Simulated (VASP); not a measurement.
# Be (P6_3/mmc) in VASP: a series of runs

Runs on Be. Level: LDA. Tasks: relaxation of cell and atoms.

Everything below comes from runs of VASP 6.6.1. Logs are shortened: lines on timing, memory, paths and dates and some standing lists are left out, and cuts for length are marked.

## 1. The cell of the first run

Symmetry: P6_3/mmc, No. 194, hexagonal system. Conventional cell: a = 2.228 Å, b = 2.228 Å, c = 3.512 Å, α = 90.00°, β = 90.00°, γ = 120.00°. Within 2.9 Å of Be (site symmetry -6m2) lie 12 Be at 2.18 to 2.23 Å.

## 2. Relaxation of cell and atoms, LDA, target pressure 10 GPa, at which the enthalpy is minimised

INCAR reads:

```
PREC = Accurate
ENCUT = 600
EDIFF = 1E-6
ISMEAR = -1
SIGMA = 0.08
LREAL = False
LASPH = True
NELM = 80
ALGO = Normal
ISIF = 3
LWAVE = False
LCHARG = False
GGA = CA
IBRION = 2
NSW = 100
EDIFFG = -0.002
PSTRESS = 100.0
```

KPOINTS reads:

```
regular mesh
0
Gamma
  24 24 14
```

POSCAR reads:

```
Be
1.0
    2.2280546683      0.0000000000      0.0000000000
   -1.1140273342      1.9295519438      0.0000000000
    0.0000000000      0.0000000000      3.5124917384
Be
2
Direct
    0.3333333333      0.6666666667      0.2500000000
    0.6666666667      0.3333333333      0.7500000000
```

Potentials or basis: VASP PAW LDA potentials, release 64 (Be).

Started as:

```bash
> cat potpaw_LDA.64/Be/POTCAR > POTCAR
> mpirun -np 1 vasp_std > vasp.out
```

OUTCAR:

```text
PREC = Accurate
   ENCUT = 600
   EDIFF = 1E-6
   ISMEAR = -1
   LREAL = False
   LASPH = True
   NELM = 80
   ISIF = 3
   GGA = CA
   IBRION = 2
   NSW = 100
   EDIFFG = -0.002
   PSTRESS = 100.0

 ion  position               nearest neighbor table
   1  0.333  0.667  0.250-   2 2.18   2 2.18   2 2.18   2 2.18   2 2.18   2 2.18
   2  0.667  0.333  0.750-   1 2.18   1 2.18   1 2.18   1 2.18   1 2.18   1 2.18

  LATTYP: Found a hexagonal cell.
 ALAT       =     2.2280546683
 C/A-ratio  =     1.5764836422

  Lattice vectors:

 A1 = (   2.2280546683,   0.0000000000,   0.0000000000)
 A2 = (  -1.1140273342,   1.9295519438,   0.0000000000)
 A3 = (   0.0000000000,   0.0000000000,   3.5124917384)

Analysis of symmetry for initial positions (statically):
=====================================================================
 Subroutine PRICEL returns:
 Original cell was already a primitive cell.

 Routine SETGRP: Setting up the symmetry group for a
 hexagonal supercell.

 Subroutine GETGRP returns: Found 24 space group operations
 (whereof 12 operations were pure point group operations)
 out of a pool of 24 trial point group operations.

The static configuration has the point symmetry D_3d.
 The point group associated with its full space group is D_6h.

Analysis of symmetry for dynamics (positions and initial velocities):
=====================================================================
 Subroutine PRICEL returns:
 Original cell was already a primitive cell.

 Routine SETGRP: Setting up the symmetry group for a
 hexagonal supercell.

 Subroutine GETGRP returns: Found 24 space group operations
 (whereof 12 operations were pure point group operations)
 out of a pool of 24 trial point group operations.

The dynamic configuration has the point symmetry D_3d.
 The point group associated with its full space group is D_6h.

 Subroutine INISYM returns: Found 24 space group operations
 (whereof 12 operations are pure point group operations),
 and found     1 'primitive' translations

----------------------------------------------------------------------------------------

                                     Primitive cell

  volume of cell :      15.1007

  direct lattice vectors                    reciprocal lattice vectors
     2.228054668  0.000000000  0.000000000     0.448822021  0.259127515  0.000000000
    -1.114027334  1.929551944  0.000000000     0.000000000  0.518255030  0.000000000
     0.000000000  0.000000000  3.512491738     0.000000000  0.000000000  0.284698179

  length of vectors
     2.228054668  2.228054668  3.512491738     0.518255030  0.518255030  0.284698179

  position of ions in fractional coordinates (direct lattice)
     0.333333333  0.666666667  0.250000000
     0.666666667  0.333333333  0.750000000

  ion indices of the primitive-cell ions
   primitive index   ion index
                 1           1
                 2           2

----------------------------------------------------------------------------------------

 KPOINTS: regular mesh

Automatic generation of k-mesh.
 Grid dimensions read from file:
 generate k-points for:   24   24   14

 Generating k-lattice:

  Cartesian coordinates                     Fractional coordinates (reciprocal lattice)
     0.018700918  0.010796980  0.000000000     0.041666667  0.000000000  0.000000000
     0.000000000  0.021593960  0.000000000     0.000000000  0.041666667  0.000000000
     0.000000000  0.000000000  0.020335584     0.000000000  0.000000000  0.071428571

  Length of vectors
     0.021593960  0.021593960  0.020335584

  Shift w.r.t. Gamma in fractional coordinates (k-lattice)
     0.000000000  0.000000000  0.000000000

 Subroutine IBZKPT returns following result:
 ===========================================

 Found    488 irreducible k-points:

 Following reciprocal coordinates:
            Coordinates               Weight
  0.000000  0.000000  0.000000      1.000000
  0.041667  0.000000  0.000000      6.000000
  0.083333  0.000000  0.000000      6.000000
  0.125000  0.000000  0.000000      6.000000
  0.166667  0.000000  0.000000      6.000000
  0.208333  0.000000  0.000000      6.000000
[... 16 lines left out ...]
  0.416667  0.041667  0.000000     12.000000
  0.458333  0.041667  0.000000     12.000000
 [... further k-points ...]
   k-points           NKPTS =    488   k-points in BZ     NKDIM =    488   number of bands    NBANDS=      6
   number of dos      NEDOS =    301   number of ions     NIONS =      2
   total plane-waves  NPLWV =   9072
   dimension x,y,z NGX =    18 NGY =   18 NGZ =   28
   dimension x,y,z NGXF=    36 NGYF=   36 NGZF=   56
   ions per type =               2
   NGX,Y,Z   is equivalent  to a cutoff of  13.43, 13.43, 13.25 a.u.
   NGXF,Y,Z  is equivalent  to a cutoff of  26.86, 26.86, 26.50 a.u.
 SYSTEM =  unknown system
   PREC   = accura    normal or accurate (medium, high low for compatibility)
   ISTART =      0    job   : 0-new  1-cont  2-samecut
   ICHARG =      2    charge: 1-file 2-atom 10-const
   ISPIN  =      1    spin polarized calculation?
   LNONCOLLINEAR =      F non collinear calculations
   LSORBIT =      F    spin-orbit coupling
   LASPH  =      T    aspherical Exc in radial PAW
   ENCUT  =  600.0 eV  44.10 Ry    6.64 a.u.   4.45  4.45  7.02*2*pi/ulx,y,z
   NELM   =     80;   NELMIN=  2; NELMDL= -5     # of ELM steps
   EDIFF  = 0.1E-05   stopping-criterion for ELM
   LREAL  =      F    real-space projection
   EDIFFG = -.2E-02   stopping-criterion for IOM
   NSW    =    100    number of steps for IOM
   IBRION =      2    ionic relax: 0-MD 1-quasi-New 2-CG
   NFREE  =      1    steps in history (QN), initial steepest desc. (CG)
   ISIF   =      3    stress and relaxation
   ISYM   =      2    0-nonsym 1-usesym 2-fastsym
   POTIM  = 0.5000    time-step for ionic-motion
   TEBEG  =    0.0;   TEEND  =   0.0 temperature during run
   PSTRESS=  100.0 pullay stress
   NELECT =       4.0000    total number of electrons
   NUPDOWN=      -1.0000    fix difference up-down
   EMIN   =  10.00;   EMAX   =-10.00  energy-range for DOS
   EFERMI =   0.00;   METHOD = LEGACY
   ISMEAR =    -1;   SIGMA  =   0.08  broadening in eV -4-tet -1-fermi 0-gaus
   EFERMI_NEDOS =   21; number of points for ismear=-14 and -15
   IALGO  =     38    algorithm
   IMIX   =      4    mixing-type and parameters
     AMIX     =   0.40;   BMIX     =  1.00
     AMIX_MAG =   1.60;   BMIX_MAG =  1.00
  volume/ion in A,a.u.               =       7.55        50.95
  Fermi-wavevector in a.u.,A,eV,Ry     =   1.051386  1.986832 15.040057  1.105413
  Thomas-Fermi vector in A             =   2.186427
   LORBIT       =      0    0 simple, 1 ext, 2 COOP (PROOUT), +10 PAW based schemes
   GGA     = CA    functional components
   LHFCALC =     F    Hartree Fock is set to
   AEXX    =    0.0000 exact exchange contribution
   IVDW    =     0    specifies the selected vdW correction
   LEPSILON=     F    determine dielectric tensor
   LRPA    =     F    only Hartree local field effects (RPA)
 conjugate gradient relaxation of ions
 non-spin polarized calculation
  energy-cutoff  :      600.00
  volume of cell :       15.10
 maximum number of plane-waves:       530
 NGX is ok and might be reduce to    18
   NGX =  9   NGY =  9   NGZ = 15

--------------------------------------- Ionic step        1  -------------------------------------------

 number of electron       4.0000000 magnetization

 Free energy of the ion-electron system (eV)
  ---------------------------------------------------
  ext. energy  EPLUGINS =         0.00000000
  ---------------------------------------------------
  free energy    TOTEN  =        -8.41977135 eV

  energy without entropy =       -8.41607047  energy(sigma->0) =       -8.41792091

------------------------ aborting loop because EDIFF is reached ----------------------------------------

  FORCE on cell =-STRESS in cart. coord.  units (eV):
  Direction    XX          YY          ZZ          XY          YZ          ZX
  --------------------------------------------------------------------------------------
  -------------------------------------------------------------------------------------
  Total        0.0405493      0.0405493      0.0440098     -0.0000000     -0.0000000      0.0000000
  in kB        4.3022520      4.3022520      4.6694090     -0.0000000     -0.0000000      0.0000000
  external PRESSURE =     -95.5753623 kB  Pullay stress =     100.0000000 kB
[... 137 lines left out ...]
  enthalpy is  TOTEN    =        -7.5068657026 eV   P V=        0.8832546749

--------------------------------------- Ionic step        5  -------------------------------------------

 number of electron       4.0000000 magnetization

 Free energy of the ion-electron system (eV)
  ---------------------------------------------------
  ext. energy  EPLUGINS =         0.00000000
  ---------------------------------------------------
  free energy    TOTEN  =        -8.39010412 eV

  energy without entropy =       -8.38649823  energy(sigma->0) =       -8.38830117

 E-fermi :   7.6795     XC(G=0): -10.9923

 val. band max:        7.6709408801   @ k =   0.2917   0.2917   0.0000
 cond. band min:       7.6861976825   @ k =   0.2917   0.2917   0.0000
 fundamental gap:      0.0152568024
 Fermi energy:         7.6795407856

 k-point     1 :       0.0000    0.0000    0.0000
  band No.  band energies     occupation
      1      -4.1010      2.00000
      2       2.8042      2.00000
      3       9.2627      0.00000
      4      24.9603      0.00000
      5      24.9603      0.00000
      6      28.0009      0.00000

 k-point     2 :       0.0417    0.0000    0.0000
  band No.  band energies     occupation
      1      -4.0501      2.00000
      2       2.8749      2.00000
      3       9.2702      0.00000
      4      24.5182      0.00000
      5      24.5968      0.00000
      6      28.0186      0.00000
[... 190 lines left out ...]
 k-point    24 :       0.4583    0.0417    0.0000
  band No.  band energies     occupation
      1       2.2142      2.00000
      2       4.7318      2.00000
      3      11.3953      0.00000
      4      14.8659      0.00000
      5      15.1273      0.00000
      6      16.7593      0.00000

 [... further k-points ...]
[... 5 lines left out ...]
  --------------------------------------------------------------------------------------
  -------------------------------------------------------------------------------------
  Total        0.8836593      0.8836593      0.8838218     -0.0000000      0.0000000     -0.0000000
  in kB      100.0477294    100.0477294    100.0661295     -0.0000000      0.0000000     -0.0000000
  external PRESSURE =       0.0538628 kB  Pullay stress =     100.0000000 kB
[... 17 lines left out ...]
  FREE ENERGIE OF THE ION-ELECTRON SYSTEM (eV)
  ---------------------------------------------------
  free  energy   TOTEN  =        -8.3901041160 eV

  energy  without entropy=       -8.3864982315  energy(sigma->0) =       -8.38830117

  enthalpy is  TOTEN    =        -7.5068663941 eV   P V=        0.8832377218

 reached required accuracy - stopping structural energy minimisation
```

Run time: 28 s. Hardware: 1 thread of Intel Xeon 6975P-C (Granite Rapids), shared host; peak memory 0.15 GiB.

Results:

```yaml
Free_energy: -8.3901 eV
Relaxed_volume: 7.08 Å³/atom
Relaxed_cell: a = 2.178 Å, b = 2.178 Å, c = 3.444 Å, α = 90.00°, β = 90.00°, γ = 120.00°
Space_group_after_relaxing_to_0.05_Å: P6_3/mmc (No. 194)
Energy_change_on_relaxing_the_enthalpy_is_what_falls: +14.8 meV/atom
Ionic_steps: 5
Pressure_after_relaxing: 10.0 GPa
Band_gap_on_the_k_mesh: zero (band 2 reaches 8.69 eV, above the bottom of band 3 at 6.54 eV)
```

Step by step:
```
step  energy change (eV)  largest force (eV/Å)  pressure (GPa)  volume (Å³)
   1              0.0000                0.0000            0.44        15.10
   2              0.0306                0.0000           10.20        14.14
   3              0.0296                0.0000           10.00        14.15
   4              0.0297                0.0000           10.01        14.15
   5              0.0297                0.0000           10.01        14.15
```

Final structure:
```
CELL_PARAMETERS angstrom
2.17814 0.00000 0.00000
-1.08907 1.88632 0.00000
0.00000 0.00000 3.44418
ATOMIC_POSITIONS crystal
Be 0.33333 0.66667 0.25000
Be 0.66667 0.33333 0.75000
```

Caveat: the cell is relaxed towards a set pressure, so the enthalpy falls and the energy may rise. Zero-point motion and thermal expansion aren't in these numbers.

## 3. Relaxation of cell and atoms, LDA, target pressure 15 GPa, at which the enthalpy is minimised

INCAR reads:

```
SYSTEM = Be
  PREC = Accurate
  ENCUT = 600
  EDIFF = 1E-6
  ISMEAR = -1
  SIGMA = 0.08
  LREAL = .False.
  LASPH = .True.
  NELM = 60
  ALGO = Normal
  ISIF = 3
  LWAVE = .False.
  LCHARG = .False.
  IBRION = 2
  NSW = 100
  EDIFFG = -0.002
  PSTRESS = 150.0
```

KPOINTS reads:

```
Automatic mesh
0
Gamma
  24 24 14
  0 0 0
```

POSCAR is that of step 2.

Potentials or basis: VASP PAW LDA potentials, release 64 (Be).

Started as:

```bash
> cat potpaw_LDA.64/Be/POTCAR > POTCAR
> mpirun -np 1 vasp_std > vasp.out
```

Wall time 38 s (1 thread of Intel Xeon 6975P-C (Granite Rapids), shared host); peak memory 0.16 GiB.

It converged, with:

```
Free energy                                            : -8.3581 eV
Relaxed volume                                         : 6.87 Å³/atom
Relaxed cell                                           : a = 2.156 Å, b = 2.156 Å, c = 3.413 Å, α = 90.00°, β = 90.00°, γ = 120.00°
Space group after relaxing (to 0.05 Å)                 : P6_3/mmc (No. 194)
Energy change on relaxing (the enthalpy is what falls) : +30.8 meV/atom
Ionic steps                                            : 7
Pressure after relaxing                                : 15.0 GPa
Band gap on the k mesh                                 : zero (band 2 reaches 8.96 eV, above the bottom of band 3 at 6.75 eV)
```

Step by step:
| step | energy change (eV) | largest force (eV/Å) | pressure (GPa) | volume (Å³) |
| --- | --- | --- | --- | --- |
| 1 | 0.0000 | 0.0000 | 0.44 | 15.10 |
| 2 | 0.0707 | 0.0000 | 16.28 | 13.65 |
| 3 | 0.0614 | 0.0000 | 15.03 | 13.75 |
| 4 | 0.0590 | 0.0000 | 14.69 | 13.77 |
| 5 | 0.0592 | 0.0000 | 14.70 | 13.77 |
| 6 | 0.0592 | 0.0000 | 14.70 | 13.77 |
| 7 | 0.0616 | 0.0000 | 15.04 | 13.74 |

Final structure:
```
Be
1.0
     2.15598    0.00000    0.00000
    -1.07799    1.86713    0.00000
     0.00000    0.00000    3.41333
Be
2
Direct
  0.33333 0.66667 0.25000
  0.66667 0.33333 0.75000
```

Levels at points of the mesh, in eV from the Fermi level:
```
           k point  band 1  band 2  band 3  band 4  band 5
(0.00, 0.00, 0.00)  -11.94   -5.01    1.68   17.71   17.71
(0.50, 0.00, 0.00)   -5.49   -3.17    3.93    7.02    7.71
(0.00, 0.00, 0.50)   -9.73   -9.73   11.73   11.73   19.51
(0.50, 0.00, 0.50)   -4.04   -4.04    2.19    2.19   13.25
```

Caveat: the cell is relaxed towards a set pressure, so the enthalpy falls and the energy may rise. LDA usually gives volumes a few per cent too small.

## 4. Relaxation of cell and atoms, LDA

This run uses another cell than the first one, of 8.11 Å³/atom, 1.074 times its volume.

INCAR reads:

```
  PREC = Accurate
  ENCUT = 600
  EDIFF = 1E-6
  ISMEAR = -1
  SIGMA = 0.08
  LREAL = False
  LASPH = True
  NELM = 60
  ALGO = Normal
  ISIF = 3
  LWAVE = False
  LCHARG = False
  GGA = CA
  IBRION = 2
  NSW = 100
  EDIFFG = -0.002
```

KPOINTS reads:

```
regular mesh
0
Gamma
  24 24 14
```

POSCAR reads:

```
Be
1.0
    2.2853000000      0.0000000000      0.0000000000
   -1.1426500000      1.9791278553      0.0000000000
    0.0000000000      0.0000000000      3.5842000000
Be
2
Direct
    0.3333333333      0.6666666667      0.2500000000
    0.6666666667      0.3333333333      0.7500000000
```

Started as:

```bash
> cat potpaw_LDA.64/Be/POTCAR > POTCAR
> mpirun -np 1 vasp_std > vasp.out
```

Run time: 39 s. Hardware: 1 thread of Intel Xeon 6975P-C (Granite Rapids), shared host; peak memory 0.16 GiB.

It converged, with:

* Free energy: -8.4199 eV
* Relaxed volume: 7.58 Å³/atom
* Relaxed cell: a = 2.231 Å, b = 2.231 Å, c = 3.516 Å, α = 90.00°, β = 90.00°, γ = 120.00°
* Space group after relaxing (to 0.05 Å): P6_3/mmc (No. 194)
* Energy gained by relaxing: 13.7 meV/atom
* Ionic steps: 7
* Pressure after relaxing: 0.0 GPa
* Band gap on the k mesh: zero (band 2 reaches 8.09 eV, above the bottom of band 3 at 6.01 eV)

The path:
| step | energy change (eV) | largest force (eV/Å) | pressure (GPa) | volume (Å³) |
| --- | --- | --- | --- | --- |
| 1 | 0.0000 | 0.0000 | -7.88 | 16.21 |
| 2 | -0.0268 | 0.0000 | -1.17 | 15.29 |
| 3 | -0.0273 | 0.0000 | -0.02 | 15.16 |
| 4 | -0.0273 | 0.0000 | 0.16 | 15.14 |
| 5 | -0.0275 | 0.0000 | 0.15 | 15.13 |
| 6 | -0.0275 | 0.0000 | 0.15 | 15.13 |
| 7 | -0.0275 | 0.0000 | 0.01 | 15.15 |

Final structure:
```xyz
2
Lattice="2.2305 0.0000 0.0000 -1.1153 1.9317 0.0000 0.0000 0.0000 3.5162" Properties=species:S:1:pos:R:3 pbc="T T T"
Be    0.0000    1.2878    0.8790
Be    1.1153    0.6439    2.6371
```

Levels at points of the mesh, in eV from the Fermi level:
| k point | band 1 | band 2 | band 3 | band 4 | band 5 |
| --- | --- | --- | --- | --- | --- |
| (0.00, 0.00, 0.00) | -11.41 | -4.58 | 1.38 | 16.32 | 16.32 |
| (0.50, 0.00, 0.00) | -5.12 | -3.09 | 3.70 | 6.68 | 7.05 |
| (0.00, 0.00, 0.50) | -9.25 | -9.25 | 11.01 | 11.01 | 17.99 |
| (0.50, 0.00, 0.50) | -3.73 | -3.73 | 1.83 | 1.83 | 12.27 |

LDA usually gives volumes a few per cent too small. Zero-point motion and thermal expansion aren't in these numbers.

## 5. The runs side by side

```csv
cell,gap on the mesh (eV),pressure (GPa)
"relaxed to 10 GPa from a = 2.228, b = 2.228, c = 3.512 Å, angles 90.0, 90.0, 120.0°, 2 atoms",none,10.0
"relaxed to 15 GPa from a = 2.228, b = 2.228, c = 3.512 Å, angles 90.0, 90.0, 120.0°, 2 atoms",none,15.0
"relaxed from a = 2.285, b = 2.285, c = 3.584 Å, angles 90.0, 90.0, 120.0°, 2 atoms",none,0.0
```

Alike in all rows: task relaxation of cell and atoms; level LDA; potentials or basis VASP PAW LDA potentials, release 64 (Be); no spin polarisation; k mesh 24 × 24 × 14; cutoff (eV) 600; smearing fermi-dirac 0.08 eV.

Caveats: the cell is relaxed towards a set pressure, so the enthalpy falls and the energy may rise (some runs).

Total energies depend on the potentials used, so only differences within one code and one set of settings carry meaning.
